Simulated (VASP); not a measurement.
Write the native input for VASP 6.6.1 that does the following.

```yaml
Task: single point
Functional: PBEsol
Potentials_or_basis: VASP PAW PBE potentials, release 64 (Al, N)
Cutoff: 520 eV
k_mesh: 8 × 8 × 6
Occupations: gaussian, width 0.01 eV
Spin: no spin polarisation
Dipole_correction: no
Further_INCAR_settings: ALGO = Normal; EDIFF = 1e-06; NBANDS = 16
```

The structure of AlN lies in POSCAR:

```
AlN
1.0
    3.0982610716      0.0000000000      0.0000000000
   -1.5491305358      2.6831727955      0.0000000000
    0.0000000000      0.0000000000      4.9579384664
Al N
2 2
Direct
    0.3333333333      0.6666666667     -0.0010520148
    0.6666666667      0.3333333333      0.4989479852
    0.3333333333      0.6666666667      0.3810520148
    0.6666666667      0.3333333333      0.8810520148
```

One way to write it, as run:

INCAR

```
ALGO = Normal
EDIFF = 1E-6
ENCUT = 520
GGA = PS
ISIF = 2
ISMEAR = 0
LASPH = True
LCHARG = False
LREAL = False
LWAVE = False
NBANDS = 16
NELM = 60
PREC = Accurate
SIGMA = 0.01
```

KPOINTS

```
k-points
0
Gamma
  8 8 6
```

Potentials or basis: VASP PAW PBE potentials, release 64 (Al, N).

Launch:

```console
$ cat potpaw_PBE.64/Al/POTCAR potpaw_PBE.64/N/POTCAR > POTCAR
$ mpirun -np 1 vasp_std > vasp.out
```

It gave:

```
Pressure               : 3.1 GPa
Band gap on the k mesh : 4.24 eV, direct
```

Caveat: the PAW data sets were made with another functional, which shifts forces and pressure a little.

Run time: 15 s on 1 thread of Intel(R) Xeon(R) Platinum 8375C CPU @ 2.90GHz (Ice Lake), on a shared host, peak memory 0.16 GiB.
